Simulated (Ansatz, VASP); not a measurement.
## ZnO in VASP and in Ansatz

File INCAR:

```
PREC = Accurate
ENCUT = 520
EDIFF = 1E-6
ISMEAR = 0
SIGMA = 0.05
LREAL = F
LASPH = T
NELM = 100
ALGO = Normal
ISIF = 2
LWAVE = F
LCHARG = T
GGA = CA
LELF = T
LVHAR = T
NBANDS = 16
```

The input KPOINTS:

```
Automatic mesh
0
Gamma
  12 12 12
```

Contents of POSCAR:

```
ZnO
1.0
    0.0000000000      2.1694420000      2.1152059500
    2.1694420000      0.0000000000      2.1152059500
    2.1694420000      2.1694420000      0.0000000000
Zn O
1 1
Direct
    0.0000000000      0.0000000000      0.0000000000
    0.5000000000      0.5000000000      0.5000000000
```

Input for Ansatz:

```yaml
crystal:
  lattice:
    - [0.0, 2.169442, 2.11520595]
    - [2.169442, 0.0, 2.11520595]
    - [2.169442, 2.169442, 0.0]
  atoms:
    - { symbol: Zn, position: [0.0, 0.0, 0.0] }
    - { symbol: O, position: [0.5, 0.5, 0.5] }
basis:
  ecutwfc: 420
kpoints:
  mp_grid: { grid: [12, 12, 12] }
hamiltonian:
  xc: lda
scf:
  occupations: { method: gaussian, width: 0.05 }
output:
  forces: true
  stress: true
  eigenvalues: true
```

Change from the starting cell: strain +0.000 along x and y, -0.025 along z, atoms carried along.

Alike in both runs: task single point; functional LDA; k mesh 12 × 12 × 12; occupations gaussian, width 0.05 eV; no spin polarisation.

|  | VASP | Ansatz |
| --- | --- | --- |
| version | VASP 6.6.1 | Ansatz 0.2.0 |
| potentials or method | VASP PAW LDA potentials, release 64 (Zn, O), cutoff 520 eV | scalar-relativistic, plane waves, PAW |
| valence electrons in the cell | 18 | 18 |

```csv
,VASP,Ansatz,Ansatz less VASP
gap on the k mesh at the Fermi level (eV),0.74,0.74,+0.001
least direct gap on the mesh (eV),2.07,2.08,+0.007
pressure (GPa),-9.9,-11.2,-1.23
"traceless stress, the component that is largest in VASP (GPa)",1.10,0.95,-0.150
```

LDA's correlation is that of Perdew and Zunger in VASP and of Perdew and Wang (1992) in Ansatz.
